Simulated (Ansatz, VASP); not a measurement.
# Al5As: VASP beside Ansatz

```
Al As
1.0
     4.25558    0.00000    0.00000
    -2.12779    3.68544    0.00000
     0.00000    0.00000    7.90457
Al As
5 1
Direct
  0.33333 0.66667 0.19244
  0.33333 0.66667 0.80756
  0.66667 0.33333 0.80756
  0.66667 0.33333 0.19244
  0.00000 0.00000 0.50000
  0.00000 0.00000 0.00000
```

Alike in both runs: task relaxation of cell and atoms; functional PBE; k mesh 6 × 6 × 2; occupations gaussian, width 0.1 eV; no spin polarisation.

|  | VASP | Ansatz |
| --- | --- | --- |
| version | VASP 6.6.1 | Ansatz 0.2.0 |
| potentials or method | VASP PAW PBE potentials, release 64 (Al, As), cutoff 600 eV | scalar-relativistic, plane waves, PAW |
| valence electrons in the cell | 20 | 30 |

Ansatz gave:

```
gap on the k mesh at the Fermi level, each at its own relaxed structure (eV) : none
relaxed volume (Å³/atom)                                                     : 18.03
relaxed cell length with the largest relative difference (Å)                 : 6.131
```

Question: Estimate VASP's values.

Answer: gap on the k mesh at the Fermi level, each at its own relaxed structure (eV): none; relaxed volume (Å³/atom): 18.04; relaxed cell length with the largest relative difference (Å): 6.144.

A gap of «none» marks a metal or a gap that the smearing closes. VASP's potentials hold 20 valence electrons a cell and Ansatz's 30, so a difference there can come from the potentials and not from the codes.

The k mesh is coarse, so the values compare programs but aren't converged.
